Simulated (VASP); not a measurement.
# PtSe2 (P-3m1) in VASP: a series of runs, part 2 of 2

VASP 6.6.1.

### 4 Single point, r2SCAN (21.81 Å³/atom)

This run uses another cell than the first one, of 21.81 Å³/atom.

POSCAR reads:

```
PtSe2
1.0
    3.7216780960      0.0000000000      0.0000000000
   -1.8608390480      3.2230677758      0.0000000000
    0.0000000000      0.0000000000      5.4552083506
Pt Se
1 2
Direct
    0.0000000000      0.0000000000      0.0000000000
    0.3333333333      0.6666666667      0.2389785127
    0.6666666667      0.3333333333      0.7610214873
```

INCAR.step1 reads:

```
SYSTEM = PtSe2
PREC = Accurate ; ENCUT = 520
ISMEAR = 0 ; SIGMA = 0.02
LREAL = .False. ; LASPH = .True.
NELM = 80 ; NBANDS = 18
GGA = PE ; ALGO = Normal
EDIFF = 1E-4 ; LWAVE = .True.
LCHARG = .False.
```

INCAR.step2 reads:

```
SYSTEM = PtSe2
PREC = Accurate ; ENCUT = 520
EDIFF = 1E-6 ; ISMEAR = 0
SIGMA = 0.02 ; LREAL = .False.
LASPH = .True. ; NELM = 80
ALGO = Normal ; ISIF = 2
LWAVE = .False. ; LCHARG = .False.
METAGGA = R2SCAN ; LMIXTAU = .True.
NBANDS = 18 ; ISTART = 1
```

KPOINTS reads:

```
regular mesh
0
Gamma
  12 12 6
  0 0 0
```

Potentials or basis: VASP PAW PBE potentials, release 64 (Pt, Se).

Launch:

```sh
> cat potpaw_PBE.64/Pt/POTCAR potpaw_PBE.64/Se/POTCAR > POTCAR
> cp INCAR.step1 INCAR
> mpirun -np 1 vasp_std > vasp.out
> cp INCAR.step2 INCAR
> mpirun -np 1 vasp_std > vasp.out
```

OUTCAR:

```text
SYSTEM = PtSe2
   PREC = Accurate
   ENCUT = 520
   EDIFF = 1E-6
   ISMEAR = 0
   LREAL = .False.
   LASPH = .True.
   NELM = 80
   ISIF = 2
   METAGGA = R2SCAN
   ISTART = 1

 ion  position               nearest neighbor table
   1  0.000  0.000  0.000-   2 2.51   3 2.51   2 2.51   3 2.51   3 2.51   2 2.51
   2  0.333  0.667  0.239-   1 2.51   1 2.51   1 2.51
   3  0.667  0.333  0.761-   1 2.51   1 2.51   1 2.51

  LATTYP: Found a hexagonal cell.
 ALAT       =     3.7216780960
 C/A-ratio  =     1.4657926371
[... 697 lines left out ...]

  FORCE on cell =-STRESS in cart. coord.  units (eV):
  Direction    XX          YY          ZZ          XY          YZ          ZX
  --------------------------------------------------------------------------------------
  -------------------------------------------------------------------------------------
  Total        0.4377990      0.4377990      0.4036861      0.0000000     -0.0000000      0.0000000
  in kB       10.7192839     10.7192839      9.8840472      0.0000000     -0.0000000      0.0000000
  external PRESSURE =      10.4408716 kB  Pullay stress =       0.0000000 kB

 VOLUME and BASIS-vectors are now :
 -----------------------------------------------------------------------------
  energy-cutoff  :      520.00
  volume of cell :       65.44
      direct lattice vectors                 reciprocal lattice vectors
     3.721678096  0.000000000  0.000000000     0.268695995  0.155131705  0.000000000
    -1.860839048  3.223067776  0.000000000     0.000000000  0.310263410  0.000000000
     0.000000000  0.000000000  5.455208351     0.000000000  0.000000000  0.183311055

 POSITION                                       TOTAL-FORCE (eV/Angst)
 -----------------------------------------------------------------------------------
      0.00000      0.00000      0.00000        -0.000000      0.000000     -0.000000
     -0.00000      2.14871      1.30368         0.000000      0.000000      0.012061
      1.86084      1.07436      4.15153        -0.000000      0.000000     -0.012061
 -----------------------------------------------------------------------------------
    total drift:                               -0.000000     -0.000000      0.000000

  FREE ENERGIE OF THE ION-ELECTRON SYSTEM (eV)
  ---------------------------------------------------
  free  energy   TOTEN  =       -81.4867479751 eV

  energy  without entropy=      -81.4867479751  energy(sigma->0) =      -81.48674798
```

OUTCAR.step1:

```text
SYSTEM = PtSe2
   PREC = Accurate
   ENCUT = 520
   ISMEAR = 0
   LREAL = .False.
   LASPH = .True.
[... 729 lines left out ...]
      0.00000      0.00000      0.00000        -0.000000      0.000000      0.000000
     -0.00000      2.14871      1.30368         0.000000      0.000000      0.174467
      1.86084      1.07436      4.15153        -0.000000     -0.000000     -0.174467
 -----------------------------------------------------------------------------------
    total drift:                               -0.000000      0.000000      0.000000

  FREE ENERGIE OF THE ION-ELECTRON SYSTEM (eV)
  ---------------------------------------------------
  free  energy   TOTEN  =       -14.2592969263 eV

  energy  without entropy=      -14.2592611422  energy(sigma->0) =      -14.25927903
```

OSZICAR.step1:

```text
N       E                     dE             d eps       ncg     rms          rms(c)
DAV:   1     0.111643790387E+03    0.11164E+03   -0.98934E+03  3616   0.107E+03
DAV:   2    -0.968878923129E+01   -0.12133E+03   -0.11716E+03  4424   0.209E+02
DAV:   3    -0.150376636472E+02   -0.53489E+01   -0.53109E+01  4432   0.440E+01
DAV:   4    -0.150808827020E+02   -0.43219E-01   -0.43202E-01  4396   0.428E+00
DAV:   5    -0.150814020238E+02   -0.51932E-03   -0.51931E-03  4416   0.454E-01    0.125E+01
DAV:   6    -0.144766882118E+02    0.60471E+00   -0.40645E+00  3690   0.189E+01    0.737E+00
DAV:   7    -0.142785626127E+02    0.19813E+00   -0.80144E-01  3672   0.886E+00    0.372E+00
DAV:   8    -0.142610725000E+02    0.17490E-01   -0.48074E-02  4030   0.161E+00    0.790E-01
DAV:   9    -0.142590499957E+02    0.20225E-02   -0.70685E-03  4104   0.812E-01    0.175E-01
DAV:  10    -0.142592992263E+02   -0.24923E-03   -0.12751E-03  4212   0.227E-01    0.476E-02
DAV:  11    -0.142592969263E+02    0.23000E-05   -0.54922E-05  2204   0.642E-02
   1 F= -.14259297E+02 E0= -.14259279E+02  d E =-.357841E-04
```

Wall time 3.4 min (1 thread of Intel Xeon 6975P-C (Granite Rapids), shared host); peak memory 0.27 GiB.

Results:

| Quantity | Value |
| --- | --- |
| Free energy | -81.4867 eV |
| Pressure | 1.0 GPa |
| Largest force | 0.012 eV/Å |
| Band gap on the k mesh | 0.16 eV (least direct gap 0.74 eV) |

Forces in eV/Å, atoms in the order of the input:
```
Pt   0.000  0.000  0.000
Se   0.000  0.000  0.012
Se   0.000  0.000 -0.012
```

Caveat: the PAW data sets were made with another functional, which shifts forces and pressure a little; spin-orbit coupling is left out, which moves the levels of the heavy elements. A k mesh can miss the band edges.

### 5 Single point, r2SCAN (22.51 Å³/atom)

This run uses another cell than the first one, of 22.51 Å³/atom.

POSCAR reads:

```
PtSe2
1.0
    3.7188614083      0.0000000000      0.0000000000
   -1.8594307041      3.2206284527      0.0000000000
    0.0000000000      0.0000000000      5.6378413209
Pt Se
1 2
Direct
    0.0000000000      0.0000000000      0.0000000000
    0.3333333333      0.6666666667      0.2320329073
    0.6666666667      0.3333333333      0.7679670927
```

INCAR.step1 reads:

```
  ALGO = Normal
  EDIFF = 1E-4
  ENCUT = 520
  GGA = PE
  ISMEAR = 0
  LASPH = True
  LCHARG = False
  LREAL = False
  LWAVE = True
  NBANDS = 18
  NELM = 100
  PREC = Accurate
  SIGMA = 0.02
```

INCAR.step2 reads:

```
  ALGO = Normal
  EDIFF = 1E-6
  ENCUT = 520
  ISIF = 2
  ISMEAR = 0
  ISTART = 1
  LASPH = True
  LCHARG = False
  LMIXTAU = True
  LREAL = False
  LWAVE = False
  METAGGA = R2SCAN
  NBANDS = 18
  NELM = 100
  PREC = Accurate
  SIGMA = 0.02
```

KPOINTS reads:

```
k-points
0
Gamma
  12 12 6
```

Launch:

```sh
> cat potpaw_PBE.64/Pt/POTCAR potpaw_PBE.64/Se/POTCAR > POTCAR
> cp INCAR.step1 INCAR
> mpirun -np 1 vasp_std > vasp.out
> cp INCAR.step2 INCAR
> mpirun -np 1 vasp_std > vasp.out
```

Wall time 3.4 min (1 thread of Intel Xeon 6975P-C (Granite Rapids), shared host); peak memory 0.27 GiB.

Results (log left out):

```yaml
Free_energy: -81.4954 eV
Pressure: 0.5 GPa
Largest_force: 0.011 eV/Å
Band_gap_on_the_k_mesh: 0.38 eV (least direct gap 0.83 eV)
```

Forces in eV/Å, atoms in the order of the input:
```
Pt   0.000  0.000  0.000
Se   0.000  0.000  0.011
Se   0.000  0.000 -0.011
```

Stress tensor (GPa, compression positive):
```
0.52 0.00 0.00
0.00 0.52 0.00
0.00 0.00 0.44
```

Levels at points of the mesh, in eV from the valence-band top:
| k point | band 7 | band 8 | band 9 | band 10 | band 11 | band 12 | band 13 | band 14 | band 15 | band 16 |
| --- | --- | --- | --- | --- | --- | --- | --- | --- | --- | --- |
| (0.00, 0.00, 0.00) | -3.82 | -2.41 | -0.79 | -0.79 | 0.00 | 2.13 | 2.13 | 4.73 | 4.93 | 8.16 |
| (0.50, 0.00, 0.00) | -3.29 | -3.20 | -3.02 | -2.89 | -2.77 | 1.32 | 2.39 | 4.95 | 6.30 | 7.83 |
| (0.00, 0.00, 0.50) | -3.83 | -2.45 | -1.67 | -0.97 | -0.97 | 2.49 | 2.49 | 5.44 | 6.59 | 7.87 |
| (0.50, 0.00, 0.50) | -3.31 | -3.30 | -2.97 | -2.60 | -1.58 | 1.73 | 1.94 | 4.53 | 5.54 | 7.43 |

Caveat: the PAW data sets were made with another functional, which shifts forces and pressure a little; spin-orbit coupling is left out, which moves the levels of the heavy elements.

### 6 The runs side by side

| cell | k mesh | smearing | gap on the mesh (eV) | pressure (GPa) | largest force (eV/Å) |
| --- | --- | --- | --- | --- | --- |
| a = 3.718, b = 3.718, c = 5.816 Å, angles 90.0, 90.0, 120.0°, 3 atoms, atomic positions A | 12 × 12 × 6 | gaussian 0.02 eV | 0.57 | 0.1 | 0.01 |
| a = 3.718, b = 3.718, c = 5.816 Å, angles 90.0, 90.0, 120.0°, 3 atoms, atomic positions A | 12 × 12 × 8 | gaussian 0.1 eV | 0.61 | 0.1 | 0.01 |
| a = 3.722, b = 3.722, c = 5.455 Å, angles 90.0, 90.0, 120.0°, 3 atoms, atomic positions B | 12 × 12 × 6 | gaussian 0.02 eV | 0.16 | 1.0 | 0.01 |
| a = 3.719, b = 3.719, c = 5.638 Å, angles 90.0, 90.0, 120.0°, 3 atoms, atomic positions C | 12 × 12 × 6 | gaussian 0.02 eV | 0.38 | 0.5 | 0.01 |

Alike in all rows: task single point; level r2SCAN; potentials or basis VASP PAW PBE potentials, release 64 (Pt, Se); no spin polarisation; cutoff (eV) 520.

Caveats: the PAW data sets were made with another functional, which shifts forces and pressure a little; spin-orbit coupling is left out, which moves the levels of the heavy elements.

Total energies depend on the potentials used, so only differences within one code and one set of settings carry meaning.
